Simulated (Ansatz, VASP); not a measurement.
**SiC2: VASP beside Ansatz**

```
Si C
1.0
     0.62429    0.00130    4.00980
     3.34533    0.00387    0.98793
    -0.00554    4.89315   -0.00073
Si C
2 4
Cartesian
  0.1561 0.0017 1.0025
  1.8259 2.4502 1.4960
  1.3197 1.2241 0.1455
  0.6596 3.6703 2.3527
  2.9897 3.6726 0.6391
  2.3349 1.2256 2.8470
```

Change from the starting cell: rutile type (P4_2/mnm, No. 136); cell x1, atoms moved at random (sigma 0.15 Å) and cell strained at random (1.5 %), then relaxed without symmetry.

Alike in both runs: functional PBE; k mesh 8 × 6 × 6; occupations gaussian, width 0.1 eV; no spin polarisation.

Ansatz relaxed the structure, and its values are those at the end. VASP's run is a single point on that final structure, the one shown.

```csv
,VASP,Ansatz
version,VASP 6.6.1,Ansatz 0.2.0
potentials or method,"VASP PAW PBE potentials, release 64 (Si, C), cutoff 520 eV","scalar-relativistic, plane waves, PAW"
valence electrons in the cell,24,24
```

|  | VASP | Ansatz | Ansatz less VASP |
| --- | --- | --- | --- |
| gap on the k mesh at the Fermi level (eV) | none | none | - |
| pressure (GPa) | 0.0 | 0.0 | -0.03 |
| rms of the force components (eV/Å) | 0.029 | 0.001 | -0.0284 |

A gap of «none» marks a metal or a gap that the smearing closes.
